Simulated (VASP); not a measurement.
# BiTe (R-3m) in VASP: single point with PBE

Aim: the single point of BiTe with PBE.

Program: VASP 6.6.1. These are calculated values, not measurements. Logs are shortened: lines on timing, memory, paths and dates and some standing lists are left out, and cuts for length are marked.

### Step 1. The cell of the first run

Symmetry: R-3m, No. 166, trigonal system. The conventional cell has a = 4.667 Å, b = 4.667 Å, c = 11.352 Å, α = 90.00°, β = 90.00°, γ = 120.00°. Within 4.3 Å of Bi (site symmetry -3m) lie 6 Te at 3.29 Å. Te (site symmetry -3m) has 6 Bi at 3.29 Å within 4.3 Å.

### Step 2. Single point, PBE (35.69 Å³/atom)

File INCAR:

```
  PREC = Accurate
  ENCUT = 520
  EDIFF = 1E-7
  ISMEAR = 0
  SIGMA = 0.1
  LREAL = F
  LASPH = T
  NELM = 100
  ALGO = Normal
  ISIF = 2
  LWAVE = F
  LCHARG = F
  GGA = PE
  NBANDS = 18
```

File KPOINTS:

```
Automatic mesh
0
Gamma
  12 12 12
```

File POSCAR:

```
BiTe
1.0
    2.3337005577      1.3473626452      3.7838703588
   -2.3337005577      1.3473626452      3.7838703588
    0.0000000000     -2.6947252904      3.7838703588
Bi Te
1 1
Direct
    0.5000000000      0.5000000000      0.5000000000
    0.0000000000      0.0000000000      0.0000000000
```

Potentials or basis: VASP PAW PBE potentials, release 64 (Bi_d, Te).

Started as:

```console
cat potpaw_PBE.64/Bi_d/POTCAR potpaw_PBE.64/Te/POTCAR > POTCAR
mpirun -np 1 vasp_std > vasp.out
```

OUTCAR:

```text
PREC = Accurate
   ENCUT = 520
   EDIFF = 1E-7
   ISMEAR = 0
   LREAL = F
   LASPH = T
   NELM = 100
   ISIF = 2
   GGA = PE

 ion  position               nearest neighbor table
   1  0.500  0.500  0.500-   2 3.29   2 3.29   2 3.29   2 3.29   2 3.29   2 3.29
   2  0.000  0.000  0.000-   1 3.29   1 3.29   1 3.29   1 3.29   1 3.29   1 3.29

  LATTYP: Found a trigonal (rhomboedric) cell.
 ALAT       =     4.6453438283
 COS(alpha) =     0.4952404699

  Lattice vectors:

 A1 = (   2.3337005577,   1.3473626452,   3.7838703588)
 A2 = (  -2.3337005577,   1.3473626452,   3.7838703588)
 A3 = (   0.0000000000,  -2.6947252904,   3.7838703588)

Analysis of symmetry for initial positions (statically):
=====================================================================
 Subroutine PRICEL returns:
 Original cell was already a primitive cell.

 Routine SETGRP: Setting up the symmetry group for a
 trigonal (rhombohedral) supercell.

 Subroutine GETGRP returns: Found 12 space group operations
 (whereof 12 operations were pure point group operations)
 out of a pool of 12 trial point group operations.

The static configuration has the point symmetry D_3d.

Analysis of symmetry for dynamics (positions and initial velocities):
=====================================================================
 Subroutine PRICEL returns:
 Original cell was already a primitive cell.

 Routine SETGRP: Setting up the symmetry group for a
 trigonal (rhombohedral) supercell.

 Subroutine GETGRP returns: Found 12 space group operations
 (whereof 12 operations were pure point group operations)
 out of a pool of 12 trial point group operations.

The dynamic configuration has the point symmetry D_3d.

 Subroutine INISYM returns: Found 12 space group operations
 (whereof 12 operations are pure point group operations),
 and found     1 'primitive' translations

----------------------------------------------------------------------------------------

                                     Primitive cell

  volume of cell :      71.3867

  direct lattice vectors                    reciprocal lattice vectors
     2.333700558  1.347362645  3.783870359     0.214251995  0.123698447  0.088093222
    -2.333700558  1.347362645  3.783870359    -0.214251995  0.123698447  0.088093222
     0.000000000 -2.694725290  3.783870359     0.000000000 -0.247396894  0.088093222

  length of vectors
     4.645343828  4.645343828  4.645343828     0.262613097  0.262613097  0.262613097

  position of ions in fractional coordinates (direct lattice)
     0.500000000  0.500000000  0.500000000
     0.000000000  0.000000000  0.000000000

  ion indices of the primitive-cell ions
   primitive index   ion index
                 1           1
                 2           2

----------------------------------------------------------------------------------------

 KPOINTS: Automatic mesh

Automatic generation of k-mesh.
 Grid dimensions read from file:
 generate k-points for:   12   12   12

 Generating k-lattice:

  Cartesian coordinates                     Fractional coordinates (reciprocal lattice)
     0.017854333  0.010308204  0.007341102     0.083333333 -0.000000000  0.000000000
    -0.017854333  0.010308204  0.007341102    -0.000000000  0.083333333  0.000000000
     0.000000000 -0.020616408  0.007341102     0.000000000  0.000000000  0.083333333

  Length of vectors
     0.021884425  0.021884425  0.021884425

  Shift w.r.t. Gamma in fractional coordinates (k-lattice)
     0.000000000  0.000000000  0.000000000

 Subroutine IBZKPT returns following result:
 ===========================================

 Found    189 irreducible k-points:

 Following reciprocal coordinates:
            Coordinates               Weight
  0.000000  0.000000  0.000000      1.000000
  0.083333 -0.000000  0.000000      6.000000
  0.166667  0.000000  0.000000      6.000000
  0.250000  0.000000  0.000000      6.000000
  0.333333 -0.000000  0.000000      6.000000
  0.416667 -0.000000  0.000000      6.000000
[... 16 lines left out ...]
  0.500000  0.166667  0.000000     12.000000
 -0.416667  0.166667  0.000000     12.000000
 [... further k-points ...]
   k-points           NKPTS =    189   k-points in BZ     NKDIM =    189   number of bands    NBANDS=     18
   number of dos      NEDOS =    301   number of ions     NIONS =      2
   total plane-waves  NPLWV =  46656
   dimension x,y,z NGX =    36 NGY =   36 NGZ =   36
   dimension x,y,z NGXF=    72 NGYF=   72 NGZF=   72
   ions per type =               1   1
   NGX,Y,Z   is equivalent  to a cutoff of  12.88, 12.88, 12.88 a.u.
   NGXF,Y,Z  is equivalent  to a cutoff of  25.77, 25.77, 25.77 a.u.
 SYSTEM =  unknown system
   PREC   = accura    normal or accurate (medium, high low for compatibility)
   ISTART =      0    job   : 0-new  1-cont  2-samecut
   ICHARG =      2    charge: 1-file 2-atom 10-const
   ISPIN  =      1    spin polarized calculation?
   LNONCOLLINEAR =      F non collinear calculations
   LSORBIT =      F    spin-orbit coupling
   LASPH  =      T    aspherical Exc in radial PAW
   ENCUT  =  520.0 eV  38.22 Ry    6.18 a.u.   8.64  8.64  8.64*2*pi/ulx,y,z
   NELM   =    100;   NELMIN=  2; NELMDL= -5     # of ELM steps
   EDIFF  = 0.1E-06   stopping-criterion for ELM
   LREAL  =      F    real-space projection
   EDIFFG = 0.1E-05   stopping-criterion for IOM
   NSW    =      0    number of steps for IOM
   IBRION =     -1    ionic relax: 0-MD 1-quasi-New 2-CG
   NFREE  =      0    steps in history (QN), initial steepest desc. (CG)
   ISIF   =      2    stress and relaxation
   ISYM   =      2    0-nonsym 1-usesym 2-fastsym
   POTIM  = 0.5000    time-step for ionic-motion
   TEBEG  =    0.0;   TEEND  =   0.0 temperature during run
   PSTRESS=    0.0 pullay stress
   NELECT =      21.0000    total number of electrons
   NUPDOWN=      -1.0000    fix difference up-down
   EMIN   =  10.00;   EMAX   =-10.00  energy-range for DOS
   EFERMI =   0.00;   METHOD = LEGACY
   ISMEAR =     0;   SIGMA  =   0.10  broadening in eV -4-tet -1-fermi 0-gaus
   EFERMI_NEDOS =   21; number of points for ismear=-14 and -15
   IALGO  =     38    algorithm
   IMIX   =      4    mixing-type and parameters
     AMIX     =   0.40;   BMIX     =  1.00
     AMIX_MAG =   1.60;   BMIX_MAG =  1.00
  volume/ion in A,a.u.               =      35.69       240.87
  Fermi-wavevector in a.u.,A,eV,Ry     =   1.088785  2.057506 16.129071  1.185453
  Thomas-Fermi vector in A             =   2.224974
   LORBIT       =      0    0 simple, 1 ext, 2 COOP (PROOUT), +10 PAW based schemes
   GGA     = PE    functional components
   LHFCALC =     F    Hartree Fock is set to
   AEXX    =    0.0000 exact exchange contribution
   IVDW    =     0    specifies the selected vdW correction
   LEPSILON=     F    determine dielectric tensor
   LRPA    =     F    only Hartree local field effects (RPA)
 non-spin polarized calculation
 Gauss-broadening in eV      SIGMA  =   0.10
  energy-cutoff  :      520.00
  volume of cell :       71.39
 maximum number of plane-waves:      1940
   NGX = 17   NGY = 17   NGZ = 17

 number of electron      20.9999997 magnetization

 Free energy of the ion-electron system (eV)
  ---------------------------------------------------
  ext. energy  EPLUGINS =         0.00000000
  ---------------------------------------------------
  free energy    TOTEN  =        -7.16510568 eV

  energy without entropy =       -7.15793806  energy(sigma->0) =       -7.16152187

 E-fermi :   6.0161     XC(G=0):  -9.2005

 val. band max:        5.9953590182   @ k =  -0.3333   0.2500   0.1667
 cond. band min:       6.0165186467   @ k =   0.2500   0.2500   0.0833
 fundamental gap:      0.0211596285
 Fermi energy:         6.0160881414

 k-point     1 :       0.0000    0.0000    0.0000
  band No.  band energies     occupation
      1     -17.1108      2.00000
      2     -17.1108      2.00000
      3     -17.1102      2.00000
      4     -17.1102      2.00000
      5     -17.1094      2.00000
      6      -7.1467      2.00000
[... 10 lines left out ...]
     17      11.8920      0.00000
     18      12.6289      0.00000

 k-point     2 :       0.0833   -0.0000    0.0000
  band No.  band energies     occupation
      1     -17.1109      2.00000
      2     -17.1106      2.00000
      3     -17.1102      2.00000
      4     -17.1101      2.00000
      5     -17.1091      2.00000
      6      -7.0891      2.00000
[... 10 lines left out ...]
     17      12.3065      0.00000
     18      12.9664      0.00000

 k-point     3 :       0.1667    0.0000    0.0000
  band No.  band energies     occupation
      1     -17.1114      2.00000
      2     -17.1112      2.00000
      3     -17.1099      2.00000
      4     -17.1093      2.00000
      5     -17.1081      2.00000
      6      -6.9173      2.00000
[... 10 lines left out ...]
     17      13.2914      0.00000
     18      13.8327      0.00000

 k-point     4 :       0.2500    0.0000    0.0000
  band No.  band energies     occupation
      1     -17.1123      2.00000
      2     -17.1121      2.00000
      3     -17.1095      2.00000
      4     -17.1079      2.00000
      5     -17.1067      2.00000
      6      -6.6351      2.00000
[... 375 lines left out ...]
      4     -17.1060      2.00000
      5     -17.1039      2.00000
      6      -5.9564      2.00000
[... 10 lines left out ...]
     17      14.4528      0.00000
     18      15.3370      0.00000

 k-point    23 :       0.5000    0.1667    0.0000
  band No.  band energies     occupation
      1     -17.1154      2.00000
      2     -17.1121      2.00000
      3     -17.1086      2.00000
      4     -17.1058      2.00000
      5     -17.1036      2.00000
      6      -5.5010      2.00000
[... 10 lines left out ...]
     17      14.6814      0.00000
     18      15.5188      0.00000

 k-point    24 :      -0.4167    0.1667    0.0000
  band No.  band energies     occupation
      1     -17.1149      2.00000
      2     -17.1127      2.00000
      3     -17.1080      2.00000
      4     -17.1058      2.00000
      5     -17.1040      2.00000
      6      -5.3202      2.00000
[... 10 lines left out ...]
     17      15.3180      0.00000
     18      16.4316      0.00000

 [... further k-points ...]

------------------------ aborting loop because EDIFF is reached ----------------------------------------

  FORCE on cell =-STRESS in cart. coord.  units (eV):
  Direction    XX          YY          ZZ          XY          YZ          ZX
  --------------------------------------------------------------------------------------
  -------------------------------------------------------------------------------------
  Total       -0.7586263     -0.7586263     -0.7372205      0.0000000      0.0000000      0.0000000
  in kB      -17.0263414    -17.0263414    -16.5459164      0.0000000      0.0000000      0.0000000
  external PRESSURE =     -16.8661997 kB  Pullay stress =       0.0000000 kB

 VOLUME and BASIS-vectors are now :
 -----------------------------------------------------------------------------
  energy-cutoff  :      520.00
  volume of cell :       71.39
      direct lattice vectors                 reciprocal lattice vectors
     2.333700558  1.347362645  3.783870359     0.214251995  0.123698447  0.088093222
    -2.333700558  1.347362645  3.783870359    -0.214251995  0.123698447  0.088093222
     0.000000000 -2.694725290  3.783870359     0.000000000 -0.247396894  0.088093222

 POSITION                                       TOTAL-FORCE (eV/Angst)
 -----------------------------------------------------------------------------------
      0.00000      0.00000      5.67581        -0.000000      0.000000     -0.000000
      0.00000      0.00000      0.00000         0.000000     -0.000000      0.000000
 -----------------------------------------------------------------------------------
    total drift:                               -0.000000     -0.000000      0.000000

  FREE ENERGIE OF THE ION-ELECTRON SYSTEM (eV)
  ---------------------------------------------------
  free  energy   TOTEN  =        -7.1651056832 eV

  energy  without entropy=       -7.1579380589  energy(sigma->0) =       -7.16152187
```

It took 2.9 min on 1 thread of Intel Xeon Platinum 8259CL at 2.50GHz (Skylake/Cascade Lake), shared host; peak memory 0.38 GiB.

Results:

```
Free energy            : -7.1651 eV
Pressure               : -1.7 GPa
Band gap on the k mesh : zero (an odd number of electrons rules out a gap without spin polarisation)
```

Caveat: spin-orbit coupling is left out, which moves the levels of the heavy elements; an odd number of electrons without spin polarisation forces a metal; a magnetic or distorted state may lie lower.

The gap in the log of VASP goes by the Fermi energy; the results here count the filled bands.